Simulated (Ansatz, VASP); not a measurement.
**OsAu in VASP and in Ansatz**

```
Os Au
1.0
     3.43063    0.00000    0.00000
     0.00000    3.43063    0.00000
     0.00000    0.00000    4.81870
Os Au
2 2
Direct
  0.00000 0.00000 0.00000
  0.50000 0.50000 0.00000
  0.00000 0.50000 0.29130
  0.50000 0.00000 0.70870
```

Change from the starting cell: species swapped into the CuI type (P4/nmm, No. 129).

Alike in both runs: task relaxation of cell and atoms; functional PBE; k mesh 6 × 6 × 4; occupations gaussian, width 0.1 eV; no spin polarisation.

```csv
,VASP,Ansatz
version,VASP 6.6.1,Ansatz 0.2.0
potentials or method,"VASP PAW PBE potentials, release 64 (Os, Au), cutoff 600 eV","scalar-relativistic, plane waves, PAW"
valence electrons in the cell,38,70
```

```csv
,VASP,Ansatz,Ansatz less VASP
"gap on the k mesh at the Fermi level, each at its own relaxed structure (eV)",none,none,-
relaxed volume (Å³/atom),17.50,15.83,-1.666
relaxed length of the cell vector where the two differ most in proportion (Å),5.295,4.004,-1.2906
```

A gap of «none» marks a metal or a gap that the smearing closes. One of these differences is far larger than is usual between the two programs; its cause wasn't traced. VASP's potentials hold 38 valence electrons a cell and Ansatz's 70, so a difference there can come from the potentials and not from the codes.

Spin-orbit coupling is off throughout. Noted on VASP's run: the volume moved by over 15 % at a fixed basis, so the end points are rough.
